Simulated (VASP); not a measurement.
Here is a VASP 6.6.1 calculation.

Contents of INCAR:

```
SYSTEM = TiO2
PREC = Accurate
ENCUT = 600
EDIFF = 1E-6
ISMEAR = -1
SIGMA = 0.05
LREAL = .False.
LASPH = .True.
NELM = 60
ALGO = Normal
ISIF = 3
LWAVE = .False.
LCHARG = .False.
GGA = PS
IBRION = 2
NSW = 60
EDIFFG = -0.01
PSTRESS = 300.0
```

KPOINTS

```
regular mesh
0
Gamma
  6 6 9
  0 0 0
```

The input POSCAR:

```
TiO2
1.0
    4.5998373239      0.0000000000      0.0000000000
    0.0000000000      4.5998373239      0.0000000000
    0.0000000000      0.0000000000      2.9592135600
Ti O
2 4
Direct
    0.0000000000      0.0000000000      0.5000000000
    0.5000000000      0.5000000000      0.0000000000
    0.3043213200      0.3043213200      0.5000000000
    0.1956786800      0.8043213200      0.0000000000
    0.8043213200      0.1956786800      0.0000000000
    0.6956786800      0.6956786800      0.5000000000
```

Potentials or basis: VASP PAW PBE potentials, release 64 (Ti_sv, O).

Launch:

```console
$ cat potpaw_PBE.64/Ti_sv/POTCAR potpaw_PBE.64/O/POTCAR > POTCAR
$ mpirun -np 1 vasp_std > vasp.out
```

Problem. Estimate the relaxed volume.

Solution. 9.31 Å³/atom.

Problem. Predict the relaxed cell.

Solution. a = 4.408 Å, b = 4.408 Å, c = 2.876 Å, α = 90.00°, β = 90.00°, γ = 90.00°.

Problem. Predict the space group after relaxing (to 0.05 Å).

Solution. P4_2/mnm (No. 136).

Problem. What does it give for the band gap on the k mesh?

Solution. 1.96 eV, direct.

Stress tensor (GPa, compression positive):
```
29.93  0.00  0.00
 0.00 29.93  0.00
 0.00  0.00 30.05
```

Caveat: the cell is relaxed towards a set pressure, so the enthalpy falls and the energy may rise; the PAW data sets were made with another functional, which shifts forces and pressure a little. A k mesh can miss the band edges.
